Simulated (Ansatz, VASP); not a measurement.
One calculation of Ga3As3CO, two programs

```
CELL_PARAMETERS angstrom
4.01370 0.00000 0.00000
0.00000 5.67623 0.00000
0.00000 0.00000 23.33527
ATOMIC_POSITIONS crystal
Ga 0.50000 0.50000 0.17141
Ga 0.00000 0.06538 0.26800
Ga 0.50000 0.48946 0.32285
As 0.00000 0.25000 0.17141
As 0.50000 0.81022 0.25049
As 0.00000 0.28876 0.35934
O 0.50000 0.53876 0.48361
C 0.50000 0.53876 0.53290
```

Alike in both runs: task single point; functional PBE; dispersion D3(BJ); k mesh 7 × 5 × 1; occupations gaussian, width 0.05 eV; no spin polarisation.

|  | VASP | Ansatz |
| --- | --- | --- |
| version | VASP 6.6.1 | Ansatz 0.2.0 |
| potentials or method | VASP PAW PBE potentials, release 64 (Ga_d, As, O, C), cutoff 520 eV | scalar-relativistic, plane waves, PAW |
| valence electrons in the cell | 64 | 94 |

```csv
,VASP,Ansatz,Ansatz less VASP
gap on the k mesh at the Fermi level (eV),0.41,0.42,+0.007
least direct gap on the mesh (eV),0.75,0.75,+0.003
rms of the force components (eV/Å),0.377,0.542,+0.1649
```

One of these differences is far larger than is usual between the two programs; its cause wasn't traced. VASP's potentials hold 64 valence electrons a cell and Ansatz's 94, so a difference there can come from the potentials and not from the codes.

Noted on VASP's run: the standard files for N, O and F lose accuracy on very short bonds.
